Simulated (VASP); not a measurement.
# Cu12Cl in VASP: single point with PBE

Aim: the single point of Cu12Cl with PBE.

Program: VASP 6.6.1. These are calculated values, not measurements. Logs are shortened: lines on timing, memory, paths and dates and some standing lists are left out, and cuts for length are marked.

**1. The cell of the first run**

The cell holds a slab with vacuum, 13 atoms: a = 5.132 Å, b = 5.132 Å, c = 19.028 Å, α = 90.00°, β = 90.00°, γ = 90.00°.

**2. Single point, PBE**

The input, INCAR:

```
SYSTEM = Cu12Cl
PREC     = Accurate       ! precision mode
ENCUT    = 520            ! plane-wave cutoff, eV
EDIFF    = 1E-6           ! SCF threshold, eV
ISMEAR   = 0              ! smearing method
SIGMA    = 0.1            ! smearing width, eV
LREAL    = .FALSE.        ! projectors in reciprocal space
LASPH    = .TRUE.         ! aspherical terms in the spheres
NELM     = 80             ! most SCF steps
ALGO     = Normal         ! electronic algorithm
ISIF     = 2              ! what is computed and relaxed
LWAVE    = .FALSE.        ! write WAVECAR
LCHARG   = .FALSE.        ! write CHGCAR
LDIPOL   = .TRUE.       
IDIPOL   = 3            
DIPOL    = 0.5 0.5 0.319
GGA      = PE             ! functional
NBANDS   = 82             ! bands
```

The input, KPOINTS:

```
Automatic mesh
0
G
  5 5 1
  0 0 0
```

The input, POSCAR:

```
Cu12Cl
1.0
    5.1319544654      0.0000000000      0.0000000000
    0.0000000000      5.1319544654      0.0000000000
    0.0000000000      0.0000000000     19.0279314150
Cu Cl
12 1
Direct
    0.2500000000      0.2500000000      0.2102172807
    0.2500000000      0.7500000000      0.2102172807
    0.7500000000      0.2500000000      0.2102172807
    0.7500000000      0.7500000000      0.2102172807
    0.0000000000      0.0000000000      0.3029241254
    0.0000000000      0.5000000000      0.3029241254
    0.5000000000      0.0000000000      0.3029241254
    0.5000000000      0.5000000000      0.3029241254
    0.2500000000      0.2500000000      0.3956253179
    0.2500000000      0.7500000000      0.3956253179
    0.7500000000      0.2500000000      0.3956253179
    0.7500000000      0.7500000000      0.3956253179
    0.2500000000      0.3333333333      0.5072592711
```

Potentials or basis: VASP PAW PBE potentials, release 64 (Cu, Cl).

Launch:

```
$ cat potpaw_PBE.64/Cu/POTCAR potpaw_PBE.64/Cl/POTCAR > POTCAR
$ mpirun -np 1 vasp_std > vasp.out
```

OUTCAR:

```text
SYSTEM = Cu12Cl
   PREC = Accurate
   ENCUT = 520
   EDIFF = 1E-6
   ISMEAR = 0
   LREAL = .FALSE.
   LASPH = .TRUE.
   NELM = 80
   ISIF = 2
   GGA = PE

 ion  position               nearest neighbor table
   1  0.250  0.250  0.210-   5 2.53   6 2.53   7 2.53   8 2.53   2 2.57   3 2.57   2 2.57   3 2.57

   2  0.250  0.750  0.210-   5 2.53   6 2.53   7 2.53   8 2.53   1 2.57   4 2.57   1 2.57   4 2.57

   3  0.750  0.250  0.210-   5 2.53   6 2.53   7 2.53   8 2.53   1 2.57   4 2.57   4 2.57   1 2.57

   4  0.750  0.750  0.210-   5 2.53   6 2.53   7 2.53   8 2.53   2 2.57   3 2.57   3 2.57   2 2.57

   5  0.000  0.000  0.303-   9 2.53  10 2.53  11 2.53  12 2.53   1 2.53   2 2.53   3 2.53   4 2.53
                             6 2.57   7 2.57   6 2.57   7 2.57
   6  0.000  0.500  0.303-   9 2.53  10 2.53  11 2.53  12 2.53   1 2.53   2 2.53   3 2.53   4 2.53
                             5 2.57   8 2.57   5 2.57   8 2.57
   7  0.500  0.000  0.303-   9 2.53  10 2.53  11 2.53  12 2.53   1 2.53   2 2.53   3 2.53   4 2.53
                             5 2.57   8 2.57   8 2.57   5 2.57
   8  0.500  0.500  0.303-   9 2.53  10 2.53  11 2.53  12 2.53   1 2.53   2 2.53   3 2.53   4 2.53
                             6 2.57   7 2.57   7 2.57   6 2.57
   9  0.250  0.250  0.396-  13 2.17   6 2.53   7 2.53   8 2.53   5 2.53  11 2.57  10 2.57  10 2.57
                            11 2.57
  10  0.250  0.750  0.396-   5 2.53   6 2.53   7 2.53   8 2.53   9 2.57  12 2.57   9 2.57  12 2.57

  11  0.750  0.250  0.396-   5 2.53   6 2.53   7 2.53   8 2.53   9 2.57  12 2.57  12 2.57   9 2.57

  12  0.750  0.750  0.396-   5 2.53   6 2.53   7 2.53   8 2.53  10 2.57  11 2.57  11 2.57  10 2.57

  13  0.250  0.333  0.507-   9 2.17

  LATTYP: Found a simple tetragonal cell.
 ALAT       =     5.1319544654
 C/A-ratio  =     3.7077358233

  Lattice vectors:

 A1 = (   5.1319544654,   0.0000000000,   0.0000000000)
 A2 = (   0.0000000000,   5.1319544654,   0.0000000000)
 A3 = (   0.0000000000,   0.0000000000,  19.0279314150)

Analysis of symmetry for initial positions (statically):
=====================================================================
 Subroutine PRICEL returns:
 Original cell was already a primitive cell.

 Routine SETGRP: Setting up the symmetry group for a
 simple tetragonal supercell.

 Subroutine GETGRP returns: Found  2 space group operations
 (whereof  1 operations were pure point group operations)
 out of a pool of 16 trial point group operations.

The static configuration has the point symmetry C_1 .
 The point group associated with its full space group is C_1h.

Analysis of symmetry for dynamics (positions and initial velocities):
=====================================================================
 Subroutine PRICEL returns:
 Original cell was already a primitive cell.

 Routine SETGRP: Setting up the symmetry group for a
 simple tetragonal supercell.

 Subroutine GETGRP returns: Found  2 space group operations
 (whereof  1 operations were pure point group operations)
 out of a pool of 16 trial point group operations.

The dynamic configuration has the point symmetry C_1 .
 The point group associated with its full space group is C_1h.

 Subroutine INISYM returns: Found  2 space group operations
 (whereof  1 operations are pure point group operations),
 and found     1 'primitive' translations

----------------------------------------------------------------------------------------

                                     Primitive cell

  volume of cell :     501.1378

  direct lattice vectors                    reciprocal lattice vectors
     5.131954465  0.000000000  0.000000000     0.194857536  0.000000000  0.000000000
     0.000000000  5.131954465  0.000000000     0.000000000  0.194857536  0.000000000
     0.000000000  0.000000000 19.027931415     0.000000000  0.000000000  0.052554320

  length of vectors
     5.131954465  5.131954465 19.027931415     0.194857536  0.194857536  0.052554320

  position of ions in fractional coordinates (direct lattice)
     0.250000000  0.250000000  0.210217281
     0.250000000  0.750000000  0.210217281
     0.750000000  0.250000000  0.210217281
     0.750000000  0.750000000  0.210217281
     0.000000000  0.000000000  0.302924125
     0.000000000  0.500000000  0.302924125
     0.500000000  0.000000000  0.302924125
     0.500000000  0.500000000  0.302924125
     0.250000000  0.250000000  0.395625318
     0.250000000  0.750000000  0.395625318
     0.750000000  0.250000000  0.395625318
     0.750000000  0.750000000  0.395625318
     0.250000000  0.333333333  0.507259271

  ion indices of the primitive-cell ions
   primitive index   ion index
                 1           1
                 2           2
                 3           3
                 4           4
                 5           5
                 6           6
                 7           7
                 8           8
                 9           9
                10          10
                11          11
                12          12
                13          13

----------------------------------------------------------------------------------------

 KPOINTS: Automatic mesh

Automatic generation of k-mesh.
 Grid dimensions read from file:
 generate k-points for:    5    5    1

 Generating k-lattice:

  Cartesian coordinates                     Fractional coordinates (reciprocal lattice)
     0.038971507  0.000000000  0.000000000     0.200000000  0.000000000  0.000000000
     0.000000000  0.038971507  0.000000000     0.000000000  0.200000000  0.000000000
     0.000000000  0.000000000  0.052554320     0.000000000  0.000000000  1.000000000

  Length of vectors
     0.038971507  0.038971507  0.052554320

  Shift w.r.t. Gamma in fractional coordinates (k-lattice)
     0.000000000  0.000000000  0.000000000

 Subroutine IBZKPT returns following result:
 ===========================================

 Found      9 irreducible k-points:

 Following reciprocal coordinates:
            Coordinates               Weight
  0.000000  0.000000  0.000000      1.000000
  0.200000  0.000000  0.000000      2.000000
  0.000000  0.200000  0.000000      2.000000
  0.400000  0.000000  0.000000      2.000000
  0.000000  0.400000  0.000000      2.000000
  0.200000  0.200000  0.000000      4.000000
  0.400000  0.200000  0.000000      4.000000
 -0.200000  0.400000  0.000000      4.000000
  0.400000  0.400000  0.000000      4.000000
   k-points           NKPTS =      9   k-points in BZ     NKDIM =      9   number of bands    NBANDS=     82
   number of dos      NEDOS =    301   number of ions     NIONS =     13
   total plane-waves  NPLWV = 230400
   dimension x,y,z NGX =    40 NGY =   40 NGZ =  144
   dimension x,y,z NGXF=    80 NGYF=   80 NGZF=  288
   ions per type =              12   1
   NGX,Y,Z   is equivalent  to a cutoff of  12.96, 12.96, 12.58 a.u.
   NGXF,Y,Z  is equivalent  to a cutoff of  25.92, 25.92, 25.16 a.u.
 SYSTEM =  Cu12Cl
   PREC   = accura    normal or accurate (medium, high low for compatibility)
   ISTART =      0    job   : 0-new  1-cont  2-samecut
   ICHARG =      2    charge: 1-file 2-atom 10-const
   ISPIN  =      1    spin polarized calculation?
   LNONCOLLINEAR =      F non collinear calculations
   LSORBIT =      F    spin-orbit coupling
   LASPH  =      T    aspherical Exc in radial PAW
   ENCUT  =  520.0 eV  38.22 Ry    6.18 a.u.   9.54  9.54 35.38*2*pi/ulx,y,z
   NELM   =     80;   NELMIN=  2; NELMDL= -5     # of ELM steps
   EDIFF  = 0.1E-05   stopping-criterion for ELM
   LREAL  =      F    real-space projection
   EDIFFG = 0.1E-04   stopping-criterion for IOM
   NSW    =      0    number of steps for IOM
   IBRION =     -1    ionic relax: 0-MD 1-quasi-New 2-CG
   NFREE  =      0    steps in history (QN), initial steepest desc. (CG)
   ISIF   =      2    stress and relaxation
   ISYM   =      2    0-nonsym 1-usesym 2-fastsym
   POTIM  = 0.5000    time-step for ionic-motion
   TEBEG  =    0.0;   TEEND  =   0.0 temperature during run
   PSTRESS=    0.0 pullay stress
   NELECT =     139.0000    total number of electrons
   NUPDOWN=      -1.0000    fix difference up-down
   EMIN   =  10.00;   EMAX   =-10.00  energy-range for DOS
   EFERMI =   0.00;   METHOD = LEGACY
   ISMEAR =     0;   SIGMA  =   0.10  broadening in eV -4-tet -1-fermi 0-gaus
   EFERMI_NEDOS =   21; number of points for ismear=-14 and -15
   IALGO  =     38    algorithm
   IMIX   =      4    mixing-type and parameters
     AMIX     =   0.40;   BMIX     =  1.00
     AMIX_MAG =   1.60;   BMIX_MAG =  1.00
  volume/ion in A,a.u.               =      38.55       260.14
  Fermi-wavevector in a.u.,A,eV,Ry     =   1.067646  2.017559 15.508852  1.139868
  Thomas-Fermi vector in A             =   2.203269
   LORBIT       =      0    0 simple, 1 ext, 2 COOP (PROOUT), +10 PAW based schemes
   GGA     = PE    functional components
   LHFCALC =     F    Hartree Fock is set to
   AEXX    =    0.0000 exact exchange contribution
   IVDW    =     0    specifies the selected vdW correction
   LEPSILON=     F    determine dielectric tensor
   LRPA    =     F    only Hartree local field effects (RPA)
 non-spin polarized calculation
 Gauss-broadening in eV      SIGMA  =   0.10
  energy-cutoff  :      520.00
  volume of cell :      501.14
 maximum number of plane-waves:     13595
 NGX is ok and might be reduce to    40
   NGX = 19   NGY = 19   NGZ = 71

 dipolmoment           0.000000      0.000000     -0.000016 electrons x Angstroem

 number of electron     138.9999785 magnetization

 dipolmoment           0.000000      0.000000      0.229436 electrons x Angstroem

 Free energy of the ion-electron system (eV)
  ---------------------------------------------------
  ext. energy  EPLUGINS =         0.00000000
  ---------------------------------------------------
  free energy    TOTEN  =       -43.27026507 eV

  energy without entropy =      -43.25054483  energy(sigma->0) =      -43.26040495

 E-fermi :  -1.2332     XC(G=0):  -4.9903

 val. band max:       -1.2987319288   @ k =   0.0000   0.0000   0.0000
 cond. band min:      -1.2312492943   @ k =   0.0000   0.0000   0.0000
 fundamental gap:      0.0674826345
 Fermi energy:        -1.2332034253

 k-point     1 :       0.0000    0.0000    0.0000
  band No.  band energies     occupation
      1     -15.7233      2.00000
      2      -9.5478      2.00000
      3      -7.0264      2.00000
      4      -6.0354      2.00000
      5      -6.0326      2.00000
      6      -5.8355      2.00000
[... 73 lines left out ...]
     80       3.2351      0.00000
     81       4.0027      0.00000

 k-point     2 :       0.2000    0.0000    0.0000
  band No.  band energies     occupation
      1     -15.7203      2.00000
      2      -9.3168      2.00000
      3      -6.8406      2.00000
      4      -6.5566      2.00000
      5      -5.8855      2.00000
      6      -5.7836      2.00000
[... 580 lines left out ...]
 k-point     9 :       0.4000    0.4000    0.0000
  band No.  band energies     occupation
      1     -15.7077      2.00000
      2      -7.7981      2.00000
      3      -6.9085      2.00000
      4      -6.8726      2.00000
      5      -6.2097      2.00000
      6      -5.7692      2.00000
[... 73 lines left out ...]
     80       4.6506      0.00000
     81       4.6890      0.00000
 [bands above 81 left out]

------------------------ aborting loop because EDIFF is reached ----------------------------------------

 vacuum level on the upper side and lower side of the slab       (xc-potential included)         0.611        -0.903

  FORCE on cell =-STRESS in cart. coord.  units (eV):
  Direction    XX          YY          ZZ          XY          YZ          ZX
  --------------------------------------------------------------------------------------
  -------------------------------------------------------------------------------------
  Total       -3.4573492     -3.4432824      1.1581970      0.0000000      0.4613942      0.0000000
  in kB      -11.0534197    -11.0084471      3.7028478      0.0000000      1.4751139      0.0000000
  external PRESSURE =      -6.1196730 kB  Pullay stress =       0.0000000 kB

 VOLUME and BASIS-vectors are now :
 -----------------------------------------------------------------------------
  energy-cutoff  :      520.00
  volume of cell :      501.14
      direct lattice vectors                 reciprocal lattice vectors
     5.131954465  0.000000000  0.000000000     0.194857536  0.000000000  0.000000000
     0.000000000  5.131954465  0.000000000     0.000000000  0.194857536  0.000000000
     0.000000000  0.000000000 19.027931415     0.000000000  0.000000000  0.052554320

 POSITION                                       TOTAL-FORCE (eV/Angst)
 -----------------------------------------------------------------------------------
      1.28299      1.28299      4.00000         0.000000      0.023090     -0.036863
      1.28299      3.84897      4.00000         0.000000     -0.023419     -0.062032
      3.84897      1.28299      4.00000         0.000000      0.014791     -0.065501
      3.84897      3.84897      4.00000         0.000000     -0.015232     -0.083308
      0.00000      0.00000      5.76402         0.072718      0.017355     -0.003288
      0.00000      2.56598      5.76402        -0.026947     -0.015395     -0.099552
      2.56598      0.00000      5.76402        -0.072718      0.017355     -0.003288
      2.56598      2.56598      5.76402         0.026947     -0.015395     -0.099552
      1.28299      1.28299      7.52793         0.000000     -0.152736      0.240685
      1.28299      3.84897      7.52793         0.000000     -0.087767      0.243949
      3.84897      1.28299      7.52793         0.000000     -0.041313      0.109917
      3.84897      3.84897      7.52793         0.000000      0.058983     -0.145363
      1.28299      1.71065      9.65209         0.000000      0.219682      0.004198
 -----------------------------------------------------------------------------------
    total drift:                               -0.000000      0.000104     -0.000226

  FREE ENERGIE OF THE ION-ELECTRON SYSTEM (eV)
  ---------------------------------------------------
  free  energy   TOTEN  =       -43.2702650702 eV

  energy  without entropy=      -43.2505448329  energy(sigma->0) =      -43.26040495

 vacuum level on the upper side and lower side of the slab         4.731         3.171
```

Wall time 21 min (1 thread of Intel Xeon Platinum 8259CL at 2.50GHz (Skylake/Cascade Lake), shared host); peak memory 0.66 GiB.

What came out:

```
Free energy            : -43.2703 eV
Largest force          : 0.285 eV/Å
Band gap on the k mesh : zero (an odd number of electrons rules out a gap without spin polarisation)
```

Forces on the atoms (eV/Å):
```
Cu   0.000  0.023 -0.037
Cu   0.000 -0.023 -0.062
Cu   0.000  0.015 -0.066
Cu   0.000 -0.015 -0.083
Cu   0.073  0.017 -0.003
Cu  -0.027 -0.015 -0.100
Cu  -0.073  0.017 -0.003
Cu   0.027 -0.015 -0.100
Cu   0.000 -0.153  0.241
Cu   0.000 -0.088  0.244
Cu   0.000 -0.041  0.110
Cu   0.000  0.059 -0.145
Cl   0.000  0.220  0.004
```

Levels at points of the mesh, in eV from the Fermi level:
```csv
k point,band 66,band 67,band 68,band 69,band 70,band 71,band 72,band 73
"(0.00, 0.00, 0.00)",-1.07,-0.24,-0.13,-0.07,0.00,0.00,0.37,0.41
```

Caveat: an odd number of electrons without spin polarisation forces a metal; a magnetic or distorted state may lie lower.
